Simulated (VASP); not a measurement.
Write the native input for VASP 6.6.1 that does the following.

| Property | Result |
| --- | --- |
| Task | relaxation of cell and atoms |
| Functional | PBE |
| Potentials or basis | VASP PAW PBE potentials, release 64 (Si, P) |
| Cutoff | 600 eV |
| k mesh | 4 × 4 × 4 |
| Occupations | gaussian, width 0.1 eV |
| Spin | no spin polarisation |
| Dipole correction | no |
| Further INCAR settings | ALGO = Normal; EDIFF = 1e-06; IBRION = 2; EDIFFG = -0.04; NSW = 90; ISIF = 3 |

The structure of Si5P lies in POSCAR:

```
Si5P
1.0
    0.0000000000      3.6897378100      3.6897378100
    3.6897378100      0.0000000000      3.6897378100
    3.6897378100      3.6897378100      0.0000000000
Si P
5 1
Direct
    0.3727328200      0.8757557300      0.8757557300
    0.8757557300      0.3727328200      0.8757557300
    0.8757557300      0.8757557300      0.3727328200
    0.8757557300      0.8757557300      0.8757557300
    0.5000000000      0.5000000000      0.5000000000
    0.2500000000      0.2500000000      0.2500000000
```

The input as run:

INCAR

```
PREC = Accurate ; ENCUT = 600
EDIFF = 1E-6 ; ISMEAR = 0
SIGMA = 0.1 ; LREAL = F
LASPH = T ; NELM = 100
ALGO = Normal ; ISIF = 3
LWAVE = F ; LCHARG = F
GGA = PE ; IBRION = 2
NSW = 90 ; EDIFFG = -0.04
```

KPOINTS

```
regular mesh
0
Gamma
  4 4 4
```

Potentials or basis: VASP PAW PBE potentials, release 64 (Si, P).

Command:

```bash
$ cat potpaw_PBE.64/Si/POTCAR potpaw_PBE.64/P/POTCAR > POTCAR
$ mpirun -np 1 vasp_std > vasp.out
```

Results of the run:

* Relaxed volume: 15.36 Å³/atom
* Relaxed cell: a = 5.070 Å, b = 5.070 Å, c = 5.070 Å, α = 60.00°, β = 60.00°, γ = 60.00°
* Space group after relaxing (to 0.05 Å): F-43m (No. 216)
* Energy gained by relaxing: 28.7 meV/atom
* Ionic steps: 5
* Pressure after relaxing: -0.1 GPa
* Largest force after relaxing: 0.021 eV/Å

Caveat: the k points lie up to 0.38 Å⁻¹ apart in the final cell.

It took 100 s on 1 thread of Intel Xeon 6975P-C, on a shared host, peak memory 0.25 GiB.
